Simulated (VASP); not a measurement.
**ZrB2: electric field gradients with LDA**

ZrB2:

```
Zr B
1.0
     3.12222    0.00000    0.00000
    -1.56111    2.70393    0.00000
     0.00000    0.00000    3.47243
Zr B
1 2
Direct
  0.00000 0.00000 0.00000
  0.33333 0.66667 0.50000
  0.66667 0.33333 0.50000
```

This cell differs from its parent crystal: volume scaled by 0.96.

```json
{
 "Program": "VASP 6.6.1",
 "Task": "electric field gradients",
 "Functional": "LDA",
 "Potentials or basis": "VASP PAW LDA potentials, release 64 (Zr_sv, B)",
 "Cutoff": "520 eV",
 "k mesh": "12 × 12 × 9",
 "Occupations": "fermi-dirac, width 0.05 eV",
 "Spin": "no spin polarisation",
 "Dipole correction": "no",
 "Further INCAR settings": "ALGO = Normal; EDIFF = 1e-08; NBANDS = 16"
}
```

| Item | Value |
| --- | --- |
| Pressure | 3.6 GPa |
| Band gap on the k mesh | zero (band 9 reaches 11.78 eV, above the bottom of band 10 at 10.45 eV) |

Stress tensor (GPa, compression positive):
```
3.37 0.00 0.00
0.00 3.37 0.00
0.00 0.00 3.95
```

Levels at points of the mesh, in eV from the Fermi level:
```tsv
k point	band 6	band 7	band 8	band 9	band 10	band 11	band 12	band 13
(0.00, 0.00, 0.00)	-2.81	-2.81	-2.77	-2.32	3.52	3.52	4.33	4.33
(0.50, 0.00, 0.00)	-8.41	-4.11	-3.16	-2.89	2.28	2.35	5.14	5.26
```

Electric field gradients, principal values (V/Å²):
```csv
atom,least,middle,greatest (by size)
1 Zr,-22.709,-22.710,45.419
2 B,-0.879,-0.879,1.757
3 B,-0.879,-0.879,1.757
```

It took 23 s on 1 thread of Intel(R) Xeon(R) 6975P-C (Granite Rapids), on a shared host, peak memory 0.16 GiB.

Caveat: without QUAD_EFG the Cq values of the log hold for a quadrupole moment of 1 mb, not for the nuclei.
